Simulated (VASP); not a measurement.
# Mg (R-3m) in VASP: a series of runs

Runs on Mg. Level: LDA. Tasks: single point.

All numbers are computed with VASP 6.6.1; they aren't measurements. Logs are shortened: lines on timing, memory, paths and dates and some standing lists are left out, and cuts for length are marked.

### 1 The cell of the first run

Symmetry: R-3m, No. 166, trigonal system. The conventional cell has a = 6.317 Å, b = 6.317 Å, c = 1.934 Å, α = 90.00°, β = 90.00°, γ = 120.00°. Mg (site symmetry -3m) has 2 Mg at 1.93 Å within 2.6 Å.

### 2 Single point, LDA

INCAR reads:

```
PREC = Accurate
ENCUT = 520
EDIFF = 1E-6
ISMEAR = 0
SIGMA = 0.15
LREAL = False
LASPH = True
NELM = 60
ALGO = Fast
ISIF = 2
LWAVE = False
LCHARG = True
LELF = True
LVHAR = True
NBANDS = 7
```

KPOINTS reads:

```
regular mesh
0
Gamma
  20 20 20
```

POSCAR reads:

```
Mg
1.0
   -2.6058005235      1.8612860882      1.8612860882
    1.8612860882     -2.6058005235      1.8612860882
    1.8612860882      1.8612860882     -2.6058005235
Mg
1
Direct
    0.0000000000      0.0000000000      0.0000000000
```

Potentials or basis: VASP PAW LDA potentials, release 64 (Mg).

On the command line:

```sh
$ cat potpaw_LDA.64/Mg/POTCAR > POTCAR
$ mpirun -np 1 vasp_std > vasp.out
```

OUTCAR:

```text
PREC = Accurate
   ENCUT = 520
   EDIFF = 1E-6
   ISMEAR = 0
   LREAL = False
   LASPH = True
   NELM = 60
   ISIF = 2

 ion  position               nearest neighbor table
   1  0.000  0.000  0.000-

  LATTYP: Found a trigonal (rhomboedric) cell.
 ALAT       =     3.7039125493
 COS(alpha) =    -0.4545454545

  Lattice vectors:

 A1 = (  -2.6058005235,   1.8612860882,   1.8612860882)
 A2 = (   1.8612860882,  -2.6058005235,   1.8612860882)
 A3 = (   1.8612860882,   1.8612860882,  -2.6058005235)

Analysis of symmetry for initial positions (statically):
=====================================================================
 Subroutine PRICEL returns:
 Original cell was already a primitive cell.

 Routine SETGRP: Setting up the symmetry group for a
 trigonal (rhombohedral) supercell.

 Subroutine GETGRP returns: Found 12 space group operations
 (whereof 12 operations were pure point group operations)
 out of a pool of 12 trial point group operations.

The static configuration has the point symmetry D_3d.

Analysis of symmetry for dynamics (positions and initial velocities):
=====================================================================
 Subroutine PRICEL returns:
 Original cell was already a primitive cell.

 Routine SETGRP: Setting up the symmetry group for a
 trigonal (rhombohedral) supercell.

 Subroutine GETGRP returns: Found 12 space group operations
 (whereof 12 operations were pure point group operations)
 out of a pool of 12 trial point group operations.

The dynamic configuration has the point symmetry D_3d.

 Subroutine INISYM returns: Found 12 space group operations
 (whereof 12 operations are pure point group operations),
 and found     1 'primitive' translations

----------------------------------------------------------------------------------------

                                     Primitive cell

  volume of cell :      22.2850

  direct lattice vectors                    reciprocal lattice vectors
    -2.605800524  1.861286088  1.861286088     0.149239700  0.373099250  0.373099250
     1.861286088 -2.605800524  1.861286088     0.373099250  0.149239700  0.373099250
     1.861286088  1.861286088 -2.605800524     0.373099250  0.373099250  0.149239700

  length of vectors
     3.703912549  3.703912549  3.703912549     0.548341672  0.548341672  0.548341672

  position of ions in fractional coordinates (direct lattice)
     0.000000000  0.000000000  0.000000000

  ion indices of the primitive-cell ions
   primitive index   ion index
                 1           1

----------------------------------------------------------------------------------------

 KPOINTS: regular mesh

Automatic generation of k-mesh.
 Grid dimensions read from file:
 generate k-points for:   20   20   20

 Generating k-lattice:

  Cartesian coordinates                     Fractional coordinates (reciprocal lattice)
     0.007461985  0.018654963  0.018654963     0.050000000 -0.000000000 -0.000000000
     0.018654963  0.007461985  0.018654963    -0.000000000  0.050000000 -0.000000000
     0.018654963  0.018654963  0.007461985    -0.000000000 -0.000000000  0.050000000

  Length of vectors
     0.027417084  0.027417084  0.027417084

  Shift w.r.t. Gamma in fractional coordinates (k-lattice)
     0.000000000  0.000000000  0.000000000

 Subroutine IBZKPT returns following result:
 ===========================================

 Found    781 irreducible k-points:

 Following reciprocal coordinates:
            Coordinates               Weight
  0.000000  0.000000  0.000000      1.000000
  0.050000  0.000000  0.000000      6.000000
  0.100000  0.000000  0.000000      6.000000
  0.150000  0.000000  0.000000      6.000000
  0.200000  0.000000  0.000000      6.000000
  0.250000  0.000000 -0.000000      6.000000
[... 16 lines left out ...]
 -0.400000  0.050000 -0.000000     12.000000
 -0.350000  0.050000  0.000000     12.000000
 [... further k-points ...]
   k-points           NKPTS =    781   k-points in BZ     NKDIM =    781   number of bands    NBANDS=      7
   number of dos      NEDOS =    301   number of ions     NIONS =      1
   total plane-waves  NPLWV =  21952
   dimension x,y,z NGX =    28 NGY =   28 NGZ =   28
   dimension x,y,z NGXF=    56 NGYF=   56 NGZF=   56
   ions per type =               1
   NGX,Y,Z   is equivalent  to a cutoff of  12.57, 12.57, 12.57 a.u.
   NGXF,Y,Z  is equivalent  to a cutoff of  25.13, 25.13, 25.13 a.u.
 SYSTEM =  unknown system
   PREC   = accura    normal or accurate (medium, high low for compatibility)
   ISTART =      0    job   : 0-new  1-cont  2-samecut
   ICHARG =      2    charge: 1-file 2-atom 10-const
   ISPIN  =      1    spin polarized calculation?
   LNONCOLLINEAR =      F non collinear calculations
   LSORBIT =      F    spin-orbit coupling
   LASPH  =      T    aspherical Exc in radial PAW
   ENCUT  =  520.0 eV  38.22 Ry    6.18 a.u.   6.89  6.89  6.89*2*pi/ulx,y,z
   NELM   =     60;   NELMIN=  2; NELMDL= -5     # of ELM steps
   EDIFF  = 0.1E-05   stopping-criterion for ELM
   LREAL  =      F    real-space projection
   EDIFFG = 0.1E-04   stopping-criterion for IOM
   NSW    =      0    number of steps for IOM
   IBRION =     -1    ionic relax: 0-MD 1-quasi-New 2-CG
   NFREE  =      0    steps in history (QN), initial steepest desc. (CG)
   ISIF   =      2    stress and relaxation
   ISYM   =      2    0-nonsym 1-usesym 2-fastsym
   POTIM  = 0.5000    time-step for ionic-motion
   TEBEG  =    0.0;   TEEND  =   0.0 temperature during run
   PSTRESS=    0.0 pullay stress
   NELECT =       2.0000    total number of electrons
   NUPDOWN=      -1.0000    fix difference up-down
   EMIN   =  10.00;   EMAX   =-10.00  energy-range for DOS
   EFERMI =   0.00;   METHOD = LEGACY
   ISMEAR =     0;   SIGMA  =   0.15  broadening in eV -4-tet -1-fermi 0-gaus
   EFERMI_NEDOS =   21; number of points for ismear=-14 and -15
   IALGO  =     68    algorithm
   IMIX   =      4    mixing-type and parameters
     AMIX     =   0.40;   BMIX     =  1.00
     AMIX_MAG =   1.60;   BMIX_MAG =  1.00
  volume/ion in A,a.u.               =      22.29       150.39
  Fermi-wavevector in a.u.,A,eV,Ry     =   0.732960  1.385094  7.309469  0.537231
  Thomas-Fermi vector in A             =   1.825552
   LORBIT       =      0    0 simple, 1 ext, 2 COOP (PROOUT), +10 PAW based schemes
   GGA     = CA    functional components
   LHFCALC =     F    Hartree Fock is set to
   AEXX    =    0.0000 exact exchange contribution
   IVDW    =     0    specifies the selected vdW correction
   LEPSILON=     F    determine dielectric tensor
   LRPA    =     F    only Hartree local field effects (RPA)
 non-spin polarized calculation
 RMM-DIIS sequential band-by-band and
 Gauss-broadening in eV      SIGMA  =   0.15
  energy-cutoff  :      520.00
  volume of cell :       22.29
 maximum number of plane-waves:       616
   NGX = 13   NGY = 13   NGZ = 13

 number of electron       2.0000000 magnetization

 Free energy of the ion-electron system (eV)
  ---------------------------------------------------
  ext. energy  EPLUGINS =         0.00000000
  ---------------------------------------------------
  free energy    TOTEN  =         1.23343788 eV

  energy without entropy =        1.23828258  energy(sigma->0) =        1.23586023

 E-fermi :   2.5871     XC(G=0):  -8.6280

 val. band max:        2.5778896788   @ k =  -0.3500   0.3500   0.3500
 cond. band min:       2.5870656541   @ k =   0.3000   0.2500   0.2500
 fundamental gap:      0.0091759753
 Fermi energy:         2.5870560035

 k-point     1 :       0.0000    0.0000    0.0000
  band No.  band energies     occupation
      1      -4.4185      2.00000
      2       8.1708      0.00000
      3       8.1708      0.00000
      4       9.8187      0.00000
      5       9.8187      0.00000
      6      10.8012      0.00000
      7      12.6482      0.00000

 k-point     2 :       0.0500    0.0000    0.0000
  band No.  band energies     occupation
      1      -4.3045      2.00000
      2       8.0753      0.00000
      3       8.1664      0.00000
      4       9.8866      0.00000
      5       9.9992      0.00000
      6      10.9989      0.00000
      7      12.8892      0.00000

 k-point     3 :       0.1000    0.0000    0.0000
  band No.  band energies     occupation
      1      -3.9637      2.00000
      2       7.9104      0.00000
      3       8.1721      0.00000
      4      10.1132      0.00000
      5      10.4343      0.00000
      6      11.5648      0.00000
      7      13.5698      0.00000

 k-point     4 :       0.1500    0.0000    0.0000
  band No.  band energies     occupation
      1      -3.3998      2.00000
      2       7.8206      0.00000
      3       8.2345      0.00000
      4      10.5285      0.00000
      5      11.0345      0.00000
      6      12.4054      0.00000
      7      14.6121      0.00000

 k-point     5 :       0.2000    0.0000    0.0000
  band No.  band energies     occupation
      1      -2.6185      2.00000
      2       7.8644      0.00000
      3       8.4020      0.00000
      4      11.1404      0.00000
      5      11.7758      0.00000
      6      13.4049      0.00000
      7      15.9570      0.00000
[... 161 lines left out ...]
 k-point    22 :      -0.4500    0.0500   -0.0000
  band No.  band energies     occupation
      1       2.7550      0.11325
      2       8.3790      0.00000
      3      10.0055      0.00000
      4      11.7006      0.00000
      5      14.8871      0.00000
      6      15.4586      0.00000
      7      17.8042      0.00000

 k-point    23 :      -0.4000    0.0500   -0.0000
  band No.  band energies     occupation
      1       1.2072      2.00000
      2       8.0870      0.00000
      3       9.2507      0.00000
      4      12.8206      0.00000
      5      14.1720      0.00000
      6      16.1274      0.00000
      7      17.4054      0.00000

 k-point    24 :      -0.3500    0.0500    0.0000
  band No.  band energies     occupation
      1      -0.1934      2.00000
      2       7.6220      0.00000
      3       8.6235      0.00000
      4      12.6615      0.00000
      5      13.6835      0.00000
      6      16.2127      0.00000
      7      17.8481      0.00000

 [... further k-points ...]

------------------------ aborting loop because EDIFF is reached ----------------------------------------

  FORCE on cell =-STRESS in cart. coord.  units (eV):
  Direction    XX          YY          ZZ          XY          YZ          ZX
  --------------------------------------------------------------------------------------
  -------------------------------------------------------------------------------------
  Total        3.9898139      3.9898139      3.9898139      5.4457759      5.4457759      5.4457759
  in kB      286.8468572    286.8468572    286.8468572    391.5229460    391.5229460    391.5229460
  external PRESSURE =     286.8468572 kB  Pullay stress =       0.0000000 kB

 VOLUME and BASIS-vectors are now :
 -----------------------------------------------------------------------------
  energy-cutoff  :      520.00
  volume of cell :       22.29
      direct lattice vectors                 reciprocal lattice vectors
    -2.605800524  1.861286088  1.861286088     0.149239700  0.373099250  0.373099250
     1.861286088 -2.605800524  1.861286088     0.373099250  0.149239700  0.373099250
     1.861286088  1.861286088 -2.605800524     0.373099250  0.373099250  0.149239700

 POSITION                                       TOTAL-FORCE (eV/Angst)
 -----------------------------------------------------------------------------------
      0.00000      0.00000      0.00000         0.000000     -0.000000      0.000000
 -----------------------------------------------------------------------------------
    total drift:                               -0.000000     -0.000000      0.000000

  FREE ENERGIE OF THE ION-ELECTRON SYSTEM (eV)
  ---------------------------------------------------
  free  energy   TOTEN  =         1.2334378762 eV

  energy  without entropy=        1.2382825798  energy(sigma->0) =        1.23586023
```

Wall time 1.8 min (1 thread of Intel Xeon 8259CL, shared host); peak memory 0.25 GiB.

Results:

* Free energy: 1.2334 eV
* Pressure: 28.7 GPa
* Band gap on the k mesh: zero (bands 1 and 2 overlap by 6.95 eV)

Stress tensor (GPa, compression positive):
```
28.68 39.15 39.15
39.15 28.68 39.15
39.15 39.15 28.68
```

Caveat: atoms lie so close that the PAW spheres overlap strongly, which falsifies energies and pressures; the cell stands under pressure.

(Continued in part 2 of 3.)
